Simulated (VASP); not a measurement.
Wanted: the native input for a VASP 6.6.1 run.

* Task: single point
* Functional: PBE
* Potentials or basis: VASP PAW PBE potentials, release 64 (Li_sv, H)
* Cutoff: 520 eV
* k mesh: 1 × 1 × 1
* Occupations: gaussian, width 0.01 eV
* Spin: no spin polarisation
* Dipole correction: no
* Further INCAR settings: LREAL = Auto; ALGO = Normal; EDIFF = 1e-06; NBANDS = 54

The structure of LiH lies in POSCAR:

```
LiH
1.0
   -4.0071000518      4.0071000518     -4.0071000518
    4.0071000518     -4.0071000518     -4.0071000518
   -4.0071000518     -4.0071000518      4.0071000518
Li H
16 16
Direct
    0.0000000000      0.2500000000      0.7500000000
    0.7500000000      0.2500000000      1.0000000000
    0.5000000000      0.2500000000      0.2500000000
    0.2500000000      0.0000000000      0.7500000000
    0.2500000000      0.2500000000      0.5000000000
    1.0000000000      1.0000000000      1.0000000000
    0.7500000000      0.0000000000      0.2500000000
    0.5000000000      0.7500000000      0.7500000000
    0.5000000000      0.0000000000      0.5000000000
    0.2500000000      0.7500000000      1.0000000000
    0.0000000000      0.7500000000      0.2500000000
    0.7500000000      0.5000000000      0.7500000000
    0.7500000000      0.7500000000      0.5000000000
    0.5000000000      0.5000000000      1.0000000000
    0.2500000000      0.5000000000      0.2500000000
    0.0000000000      0.5000000000      0.5000000000
    0.7500000000      0.2500000000      0.5000000000
    0.5000000000      0.2500000000      0.7500000000
    0.2500000000      0.2500000000      0.0000000000
    0.0000000000      0.0000000000      0.5000000000
    0.0000000000      0.2500000000      0.2500000000
    0.7500000000      0.0000000000      0.7500000000
    0.5000000000      0.0000000000      0.0000000000
    0.2500000000      0.7500000000      0.5000000000
    0.2500000000      0.0000000000      0.2500000000
    0.0000000000      0.7500000000      0.7500000000
    0.7500000000      0.7500000000      0.0000000000
    0.5000000000      0.5000000000      0.5000000000
    0.5000000000      0.7500000000      0.2500000000
    0.2500000000      0.5000000000      0.7500000000
    0.0000000000      0.5000000000      0.0000000000
    0.7500000000      0.5000000000      0.2500000000
```

The input as run:

INCAR

```
PREC = Accurate
ENCUT = 520
EDIFF = 1E-6
ISMEAR = 0
SIGMA = 0.01
LREAL = Auto
LASPH = T
NELM = 60
ALGO = Normal
ISIF = 2
LWAVE = F
LCHARG = F
GGA = PE
NBANDS = 54
```

KPOINTS

```
Automatic mesh
0
Gamma
  1 1 1
```

Potentials or basis: VASP PAW PBE potentials, release 64 (Li_sv, H).

Run with:

```bash
$ cat potpaw_PBE.64/Li_sv/POTCAR potpaw_PBE.64/H/POTCAR > POTCAR
$ mpirun -np 1 vasp_gam > vasp.out
```

Results of the run:

| Item | Value |
| --- | --- |
| Band gap on the k mesh | 2.96 eV |

Caveat: the k points lie up to 1.11 Å⁻¹ apart; an odd mesh through Γ misses points on the zone boundary, where band edges can lie.

Run time: 83 s on 1 thread of Intel(R) Xeon(R) Platinum 8259CL CPU @ 2.50GHz (Skylake/Cascade Lake), on a shared host, peak memory 0.34 GiB.
